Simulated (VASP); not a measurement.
# Al (I4/mmm) in VASP: notebook, part 2 of 2

VASP 6.6.1. The steps go on from the part before.

## 3. Single point, LDA (strain -0.050 along x and y, +0.000 along z)

INCAR

```
SYSTEM = Al
PREC = Accurate ; ENCUT = 520
EDIFF = 1E-6 ; ISMEAR = 0
SIGMA = 0.15 ; LREAL = .False.
LASPH = .True. ; NELM = 100
ALGO = Normal ; ISIF = 2
LWAVE = .False. ; LCHARG = .True.
GGA = CA ; LELF = .True.
LVHAR = .True. ; NBANDS = 8
```

KPOINTS

```
regular mesh
0
Gamma
  20 20 20
  0 0 0
```

POSCAR

```
Al
1.0
   -1.5116577555      1.5116577555      1.5912186900
    1.5116577555     -1.5116577555      1.5912186900
    1.5116577555      1.5116577555     -1.5912186900
Al
1
Direct
    0.0000000000      0.0000000000      0.0000000000
```

Potentials or basis: VASP PAW LDA potentials, release 64 (Al).

Started as:

```console
$ cat potpaw_LDA.64/Al/POTCAR > POTCAR
$ mpirun -np 1 vasp_std > vasp.out
```

OUTCAR:

```text
SYSTEM = Al
   PREC = Accurate
   ENCUT = 520
   EDIFF = 1E-6
   ISMEAR = 0
   LREAL = .False.
   LASPH = .True.
   NELM = 100
   ISIF = 2
   GGA = CA

 ion  position               nearest neighbor table
   1  0.000  0.000  0.000-

  LATTYP: Found a body centered tetragonal cell.
 ALAT       =     3.0233155110
 C/A-ratio  =     1.0526315789

  Lattice vectors:

 A1 = (  -1.5116577555,   1.5116577555,   1.5912186900)
 A2 = (   1.5116577555,  -1.5116577555,   1.5912186900)
 A3 = (   1.5116577555,   1.5116577555,  -1.5912186900)

Analysis of symmetry for initial positions (statically):
=====================================================================
 Subroutine PRICEL returns:
 Original cell was already a primitive cell.

 Routine SETGRP: Setting up the symmetry group for a
 body centered tetragonal supercell.

 Subroutine GETGRP returns: Found 16 space group operations
 (whereof 16 operations were pure point group operations)
 out of a pool of 16 trial point group operations.

The static configuration has the point symmetry D_4h.

Analysis of symmetry for dynamics (positions and initial velocities):
=====================================================================
 Subroutine PRICEL returns:
 Original cell was already a primitive cell.

 Routine SETGRP: Setting up the symmetry group for a
 body centered tetragonal supercell.

 Subroutine GETGRP returns: Found 16 space group operations
 (whereof 16 operations were pure point group operations)
 out of a pool of 16 trial point group operations.

The dynamic configuration has the point symmetry D_4h.

 Subroutine INISYM returns: Found 16 space group operations
 (whereof 16 operations are pure point group operations),
 and found     1 'primitive' translations

----------------------------------------------------------------------------------------

                                     Primitive cell

  volume of cell :      14.5444

  direct lattice vectors                    reciprocal lattice vectors
    -1.511657755  1.511657755  1.591218690     0.000000000  0.330762700  0.314224565
     1.511657755 -1.511657755  1.591218690     0.330762700  0.000000000  0.314224565
     1.511657755  1.511657755 -1.591218690     0.330762700  0.330762700  0.000000000

  length of vectors
     2.664994420  2.664994420  2.664994420     0.456224770  0.456224770  0.467769096

  position of ions in fractional coordinates (direct lattice)
     0.000000000  0.000000000  0.000000000

  ion indices of the primitive-cell ions
   primitive index   ion index
                 1           1

----------------------------------------------------------------------------------------

 KPOINTS: regular mesh

Automatic generation of k-mesh.
 Grid dimensions read from file:
 generate k-points for:   20   20   20

 Generating k-lattice:

  Cartesian coordinates                     Fractional coordinates (reciprocal lattice)
     0.000000000  0.016538135  0.015711228     0.050000000  0.000000000 -0.000000000
     0.016538135  0.000000000  0.015711228     0.000000000  0.050000000 -0.000000000
     0.016538135  0.016538135  0.000000000     0.000000000  0.000000000  0.050000000

  Length of vectors
     0.022811238  0.022811238  0.023388455

  Shift w.r.t. Gamma in fractional coordinates (k-lattice)
     0.000000000  0.000000000  0.000000000

 Subroutine IBZKPT returns following result:
 ===========================================

 Found    641 irreducible k-points:

 Following reciprocal coordinates:
            Coordinates               Weight
  0.000000  0.000000  0.000000      1.000000
  0.050000  0.000000 -0.000000      8.000000
  0.100000 -0.000000  0.000000      8.000000
  0.150000  0.000000  0.000000      8.000000
  0.200000 -0.000000  0.000000      8.000000
  0.250000  0.000000  0.000000      8.000000
[... 16 lines left out ...]
 -0.400000  0.050000  0.000000     16.000000
 -0.350000  0.050000  0.000000     16.000000
 [... further k-points ...]
   k-points           NKPTS =    641   k-points in BZ     NKDIM =    641   number of bands    NBANDS=      8
   number of dos      NEDOS =    301   number of ions     NIONS =      1
   total plane-waves  NPLWV =   8000
   dimension x,y,z NGX =    20 NGY =   20 NGZ =   20
   dimension x,y,z NGXF=    40 NGYF=   40 NGZF=   40
   ions per type =               1
   NGX,Y,Z   is equivalent  to a cutoff of  12.48, 12.48, 12.48 a.u.
   NGXF,Y,Z  is equivalent  to a cutoff of  24.95, 24.95, 24.95 a.u.
 SYSTEM =  Al
   PREC   = accura    normal or accurate (medium, high low for compatibility)
   ISTART =      0    job   : 0-new  1-cont  2-samecut
   ICHARG =      2    charge: 1-file 2-atom 10-const
   ISPIN  =      1    spin polarized calculation?
   LNONCOLLINEAR =      F non collinear calculations
   LSORBIT =      F    spin-orbit coupling
   LASPH  =      T    aspherical Exc in radial PAW
   ENCUT  =  520.0 eV  38.22 Ry    6.18 a.u.   4.96  4.96  4.96*2*pi/ulx,y,z
   NELM   =    100;   NELMIN=  2; NELMDL= -5     # of ELM steps
   EDIFF  = 0.1E-05   stopping-criterion for ELM
   LREAL  =      F    real-space projection
   EDIFFG = 0.1E-04   stopping-criterion for IOM
   NSW    =      0    number of steps for IOM
   IBRION =     -1    ionic relax: 0-MD 1-quasi-New 2-CG
   NFREE  =      0    steps in history (QN), initial steepest desc. (CG)
   ISIF   =      2    stress and relaxation
   ISYM   =      2    0-nonsym 1-usesym 2-fastsym
   POTIM  = 0.5000    time-step for ionic-motion
   TEBEG  =    0.0;   TEEND  =   0.0 temperature during run
   PSTRESS=    0.0 pullay stress
   NELECT =       3.0000    total number of electrons
   NUPDOWN=      -1.0000    fix difference up-down
   EMIN   =  10.00;   EMAX   =-10.00  energy-range for DOS
   EFERMI =   0.00;   METHOD = LEGACY
   ISMEAR =     0;   SIGMA  =   0.15  broadening in eV -4-tet -1-fermi 0-gaus
   EFERMI_NEDOS =   21; number of points for ismear=-14 and -15
   IALGO  =     38    algorithm
   IMIX   =      4    mixing-type and parameters
     AMIX     =   0.40;   BMIX     =  1.00
     AMIX_MAG =   1.60;   BMIX_MAG =  1.00
  volume/ion in A,a.u.               =      14.54        98.15
  Fermi-wavevector in a.u.,A,eV,Ry     =   0.967274  1.827883 12.729877  0.935620
  Thomas-Fermi vector in A             =   2.097146
   LORBIT       =      0    0 simple, 1 ext, 2 COOP (PROOUT), +10 PAW based schemes
   GGA     = CA    functional components
   LHFCALC =     F    Hartree Fock is set to
   AEXX    =    0.0000 exact exchange contribution
   IVDW    =     0    specifies the selected vdW correction
   LEPSILON=     F    determine dielectric tensor
   LRPA    =     F    only Hartree local field effects (RPA)
 non-spin polarized calculation
 Gauss-broadening in eV      SIGMA  =   0.15
  energy-cutoff  :      520.00
  volume of cell :       14.54
 maximum number of plane-waves:       403
   NGX =  9   NGY =  9   NGZ =  9

 number of electron       3.0000000 magnetization

 Free energy of the ion-electron system (eV)
  ---------------------------------------------------
  ext. energy  EPLUGINS =         0.00000000
  ---------------------------------------------------
  free energy    TOTEN  =        -4.04881323 eV

  energy without entropy =       -4.04420449  energy(sigma->0) =       -4.04650886

 E-fermi :   9.1762     XC(G=0): -10.8230

 val. band max:        9.1479569275   @ k =  -0.4000  -0.4000   0.1000
 cond. band min:       9.1778529449   @ k =   0.5000   0.3000  -0.0000
 fundamental gap:      0.0298960174
 Fermi energy:         9.1761771016

 k-point     1 :       0.0000    0.0000    0.0000
  band No.  band energies     occupation
      1      -2.8279      2.00000
      2      22.7577      0.00000
      3      22.7577      0.00000
      4      24.0189      0.00000
      5      25.1777      0.00000
      6      25.6011      0.00000
      7      25.6011      0.00000
      8      25.6864      0.00000

 k-point     2 :       0.0500    0.0000   -0.0000
  band No.  band energies     occupation
      1      -2.7511      2.00000
      2      21.8763      0.00000
      3      22.4127      0.00000
      4      23.6113      0.00000
      5      24.7762      0.00000
      6      25.3228      0.00000
      7      26.0422      0.00000
      8      26.1545      0.00000
[... 221 lines left out ...]
 k-point    23 :      -0.4000    0.0500    0.0000
  band No.  band energies     occupation
      1       1.5044      2.00000
      2       8.7297      1.99997
      3      17.6296      0.00000
      4      18.7779      0.00000
      5      21.4796      0.00000
      6      22.7938      0.00000
      7      27.9450      0.00000
      8      31.6260      0.00000

 k-point    24 :      -0.3500    0.0500    0.0000
  band No.  band energies     occupation
      1       0.4588      2.00000
      2      10.5568      0.00000
      3      18.0950      0.00000
      4      19.0774      0.00000
      5      21.9158      0.00000
      6      23.0422      0.00000
      7      27.2491      0.00000
      8      30.6480      0.00000

 [... further k-points ...]
[... 5 lines left out ...]
  --------------------------------------------------------------------------------------
  -------------------------------------------------------------------------------------
  Total        0.8367307      0.8367307      1.1088325      0.0000000     -0.0000000      0.0000000
  in kB       92.1720967     92.1720967    122.1461350      0.0000000     -0.0000000      0.0000000
  external PRESSURE =     102.1634428 kB  Pullay stress =       0.0000000 kB

 VOLUME and BASIS-vectors are now :
 -----------------------------------------------------------------------------
  energy-cutoff  :      520.00
  volume of cell :       14.54
      direct lattice vectors                 reciprocal lattice vectors
    -1.511657755  1.511657755  1.591218690     0.000000000  0.330762700  0.314224565
     1.511657755 -1.511657755  1.591218690     0.330762700  0.000000000  0.314224565
     1.511657755  1.511657755 -1.591218690     0.330762700  0.330762700  0.000000000

 POSITION                                       TOTAL-FORCE (eV/Angst)
 -----------------------------------------------------------------------------------
      0.00000      0.00000      0.00000         0.000000      0.000000      0.000000
 -----------------------------------------------------------------------------------
    total drift:                                0.000000      0.000000     -0.000000

  FREE ENERGIE OF THE ION-ELECTRON SYSTEM (eV)
  ---------------------------------------------------
  free  energy   TOTEN  =        -4.0488132272 eV

  energy  without entropy=       -4.0442044919  energy(sigma->0) =       -4.04650886
```

OSZICAR:

```text
N       E                     dE             d eps       ncg     rms          rms(c)
DAV:   1    -0.252438060194E+01   -0.25244E+01   -0.91542E+02 10336   0.209E+02
DAV:   2    -0.407662252107E+01   -0.15522E+01   -0.14899E+01 14568   0.202E+01
DAV:   3    -0.408359612392E+01   -0.69736E-02   -0.69672E-02 12320   0.145E+00
DAV:   4    -0.408360725593E+01   -0.11132E-04   -0.11131E-04 15496   0.559E-02
DAV:   5    -0.408360727168E+01   -0.15745E-07   -0.15549E-07 12552   0.132E-03    0.157E+00
DAV:   6    -0.406234662588E+01    0.21261E-01   -0.24856E-03 11336   0.194E-01    0.867E-01
DAV:   7    -0.404884494262E+01    0.13502E-01   -0.62154E-03 11776   0.302E-01    0.182E-01
DAV:   8    -0.404881337201E+01    0.31571E-04   -0.30129E-05 14408   0.333E-02    0.142E-02
DAV:   9    -0.404881322721E+01    0.14481E-06   -0.15576E-07 12288   0.216E-03
   1 F= -.40488132E+01 E0= -.40465089E+01  d E =-.460874E-02
```

It took 17 s on 1 thread of Intel Xeon 6975P-C (Granite Rapids), shared host; peak memory 0.16 GiB.

What came out:

```
Free energy : -4.0488 eV
Pressure    : 10.2 GPa
```

Caveat: the cell differs from its parent crystal (strain -0.050 along x and y, +0.000 along z).

## 4. Single point, LDA (strain -0.025 along x and y, -0.050 along z)

INCAR

```
ALGO = Normal ; EDIFF = 1E-7
ENCUT = 520 ; ISIF = 2
ISMEAR = 0 ; LASPH = True
LCHARG = False ; LREAL = False
LWAVE = False ; NBANDS = 8
NELM = 80 ; PREC = Accurate
SIGMA = 0.15
```

KPOINTS

```
k-points
0
Gamma
  20 20 20
```

POSCAR

```
Al
1.0
   -1.5514382228      1.5514382228      1.5116577555
    1.5514382228     -1.5514382228      1.5116577555
    1.5514382228      1.5514382228     -1.5116577555
Al
1
Direct
    0.0000000000      0.0000000000      0.0000000000
```

Started as:

```console
$ cat potpaw_LDA.64/Al/POTCAR > POTCAR
$ mpirun -np 1 vasp_std > vasp.out
```

Run time: 18 s. Hardware: 1 thread of Intel Xeon 6975P-C (Granite Rapids), shared host; peak memory 0.16 GiB.

It converged, with:

```
Free energy : -4.0459 eV
Pressure    : 10.2 GPa
```

Stress tensor (GPa, compression positive):
```
10.76  0.00  0.00
 0.00 10.76  0.00
 0.00  0.00  9.13
```

Levels at points of the mesh, in eV from the Fermi level:
| k point | band 1 | band 2 | band 3 | band 4 | band 5 |
| --- | --- | --- | --- | --- | --- |
| (0.00, 0.00, 0.00) | -12.00 | 13.53 | 14.19 | 14.19 | 16.21 |
| (0.50, 0.00, 0.00) | -4.71 | -3.94 | 8.37 | 8.87 | 10.61 |
| (0.50, 0.50, 0.00) | -4.86 | -4.20 | 8.97 | 9.42 | 11.30 |
| (0.50, 0.50, 0.50) | 1.81 | 1.81 | 2.61 | 2.69 | 2.95 |

Caveat: the cell differs from its parent crystal (strain -0.025 along x and y, -0.050 along z).

## 5. Single point, LDA (strain +0.000 along x and y, -0.050 along z)

INCAR

```
SYSTEM = Al
PREC = Accurate ; ENCUT = 520
EDIFF = 1E-7 ; ISMEAR = 0
SIGMA = 0.15 ; LREAL = .False.
LASPH = .True. ; NELM = 60
ALGO = Normal ; ISIF = 2
LWAVE = .False. ; LCHARG = .True.
LELF = .True. ; LVHAR = .True.
NBANDS = 8
```

KPOINTS

```
Automatic mesh
0
Gamma
  20 20 20
  0 0 0
```

POSCAR

```
Al
1.0
   -1.5912186900      1.5912186900      1.5116577555
    1.5912186900     -1.5912186900      1.5116577555
    1.5912186900      1.5912186900     -1.5116577555
Al
1
Direct
    0.0000000000      0.0000000000      0.0000000000
```

Potentials or basis: VASP PAW LDA potentials, release 64 (Al).

Started as:

```console
$ cat potpaw_LDA.64/Al/POTCAR > POTCAR
$ mpirun -np 1 vasp_std > vasp.out
```

OUTCAR:

```text
SYSTEM = Al
   PREC = Accurate
   ENCUT = 520
   EDIFF = 1E-7
   ISMEAR = 0
   LREAL = .False.
   LASPH = .True.
   NELM = 60
   ISIF = 2

 ion  position               nearest neighbor table
   1  0.000  0.000  0.000-

  LATTYP: Found a body centered tetragonal cell.
 ALAT       =     3.1824373800
 C/A-ratio  =     0.9500000000

  Lattice vectors:

 A1 = (  -1.5912186900,   1.5912186900,   1.5116577555)
 A2 = (   1.5912186900,  -1.5912186900,   1.5116577555)
 A3 = (   1.5912186900,   1.5912186900,  -1.5116577555)

[... 434 lines left out ...]
      1       0.2057      2.00000
      2      10.4844      0.00000
      3      16.1807      0.00000
      4      18.0195      0.00000
      5      19.7707      0.00000
      6      22.0547      0.00000
      7      28.0956      0.00000
      8      29.0444      0.00000

 [... further k-points ...]
[... 5 lines left out ...]
  --------------------------------------------------------------------------------------
  -------------------------------------------------------------------------------------
  Total        0.5285045      0.5285045      0.3288513      0.0000000      0.0000000      0.0000000
  in kB       55.3077604     55.3077604     34.4141360      0.0000000      0.0000000      0.0000000
  external PRESSURE =      48.3432189 kB  Pullay stress =       0.0000000 kB

 VOLUME and BASIS-vectors are now :
 -----------------------------------------------------------------------------
  energy-cutoff  :      520.00
  volume of cell :       15.31
      direct lattice vectors                 reciprocal lattice vectors
    -1.591218690  1.591218690  1.511657755     0.000000000  0.314224565  0.330762700
     1.591218690 -1.591218690  1.511657755     0.314224565  0.000000000  0.330762700
     1.591218690  1.591218690 -1.511657755     0.314224565  0.314224565  0.000000000

 POSITION                                       TOTAL-FORCE (eV/Angst)
 -----------------------------------------------------------------------------------
      0.00000      0.00000      0.00000        -0.000000      0.000000      0.000000
 -----------------------------------------------------------------------------------
    total drift:                                0.000000      0.000000     -0.000000

  FREE ENERGIE OF THE ION-ELECTRON SYSTEM (eV)
  ---------------------------------------------------
  free  energy   TOTEN  =        -4.0837707735 eV

  energy  without entropy=       -4.0795190422  energy(sigma->0) =       -4.08164491
```

OSZICAR:

```text
N       E                     dE             d eps       ncg     rms          rms(c)
DAV:   1    -0.266331707405E+01   -0.26633E+01   -0.89081E+02 10304   0.208E+02
DAV:   2    -0.410931815076E+01   -0.14460E+01   -0.14017E+01 14392   0.195E+01
DAV:   3    -0.411612953425E+01   -0.68114E-02   -0.68094E-02 12520   0.145E+00
DAV:   4    -0.411614040343E+01   -0.10869E-04   -0.10869E-04 15424   0.561E-02
DAV:   5    -0.411614041948E+01   -0.16043E-07   -0.16534E-07 12592   0.136E-03    0.145E+00
DAV:   6    -0.409634153782E+01    0.19799E-01   -0.27258E-03 11216   0.202E-01    0.806E-01
DAV:   7    -0.408379944144E+01    0.12542E-01   -0.67566E-03 11680   0.312E-01    0.169E-01
DAV:   8    -0.408377088824E+01    0.28553E-04   -0.30443E-05 14576   0.342E-02    0.131E-02
DAV:   9    -0.408377077979E+01    0.10846E-06   -0.15127E-07 12464   0.203E-03    0.983E-04
DAV:  10    -0.408377077346E+01    0.63254E-08   -0.38382E-09 12936   0.343E-04
   1 F= -.40837708E+01 E0= -.40816449E+01  d E =-.425173E-02
```

stdout:

```text
POSCAR found type information on POSCAR Al
 POSCAR found :  1 types and       1 ions
 scaLAPACK will be used
 LDA part: xc-table for (Slater(with rela. corr.)+CA(PZ))
 , standard interpolation
 POSCAR, INCAR and KPOINTS ok, starting setup
 FFT: planning ... GRIDC
 FFT: planning ... GRID_SOFT
 FFT: planning ... GRID
 WAVECAR not read
 entering main loop
```

It took 18 s on 1 thread of Intel Xeon 6975P-C (Granite Rapids), shared host; peak memory 0.16 GiB.

What came out:

```yaml
Free_energy: -4.0838 eV
Pressure: 4.8 GPa
```

Stress tensor (GPa, compression positive):
```
5.53 0.00 0.00
0.00 5.53 0.00
0.00 0.00 3.44
```

Caveat: the cell differs from its parent crystal (strain +0.000 along x and y, -0.050 along z).

## 6. The runs side by side

```csv
cell,gap on the mesh (eV),pressure (GPa)
"a = 2.641 Å, angles 110.2, 110.2, 108.1°, 1 atom",none,13.4
"a = 2.665 Å, angles 110.9, 110.9, 106.7°, 1 atom",none,10.2
"a = 2.664 Å, angles 108.8, 108.8, 110.9°, 1 atom",none,10.2
"a = 2.711 Å, angles 108.1, 108.1, 112.2°, 1 atom",none,4.8
```

Alike in all rows: task single point; level LDA; potentials or basis VASP PAW LDA potentials, release 64 (Al); no spin polarisation; k mesh 20 × 20 × 20; cutoff (eV) 520; smearing gaussian 0.15 eV.

Total energies depend on the potentials used, so only differences within one code and one set of settings carry meaning.
